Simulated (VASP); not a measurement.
Write the native input for VASP 6.6.1 that does the following.

* Task: single point
* Functional: PBEsol
* Dispersion: D3(BJ)
* Potentials or basis: VASP PAW PBE potentials, release 64 (S, Mg)
* Cutoff: 520 eV
* k mesh: 9 × 9 × 9
* Occupations: fermi-dirac, width 0.05 eV
* Spin: no spin polarisation
* Dipole correction: no
* Further INCAR settings: ALGO = Normal; EDIFF = 1e-06; NBANDS = 11

The structure of MgS lies in POSCAR:

```
MgS
1.0
    0.0000000000      2.5593134895      2.5593134895
    2.5593134895      0.0000000000      2.5593134895
    2.5593134895      2.5593134895      0.0000000000
S Mg
1 1
Direct
    0.5000000000      0.5000000000      0.5000000000
    0.0000000000      0.0000000000      0.0000000000
```

One way to write it, as run:

INCAR

```
PREC = Accurate
ENCUT = 520
EDIFF = 1E-6
ISMEAR = -1
SIGMA = 0.05
LREAL = False
LASPH = True
NELM = 80
ALGO = Normal
ISIF = 2
LWAVE = False
LCHARG = False
GGA = PS
IVDW = 12
NBANDS = 11
```

KPOINTS

```
regular mesh
0
Gamma
  9 9 9
```

Potentials or basis: VASP PAW PBE potentials, release 64 (S, Mg).

Launch:

```bash
$ cat potpaw_PBE.64/S/POTCAR potpaw_PBE.64/Mg/POTCAR > POTCAR
$ mpirun -np 1 vasp_std > vasp.out
```

Results of the run:

```
Pressure                   : -0.2 GPa
Band gap on the k mesh     : 2.94 eV (least direct gap 3.99 eV)
Dispersion energy per atom : -0.316 eV
```

Caveat: the PAW data sets were made with another functional, which shifts forces and pressure a little; an odd mesh through Γ misses points on the zone boundary, where band edges can lie.

Wall time 18 s on 1 thread of Intel(R) Xeon(R) Platinum 8259CL CPU @ 2.50GHz (Skylake/Cascade Lake), on a shared host, peak memory 0.17 GiB.
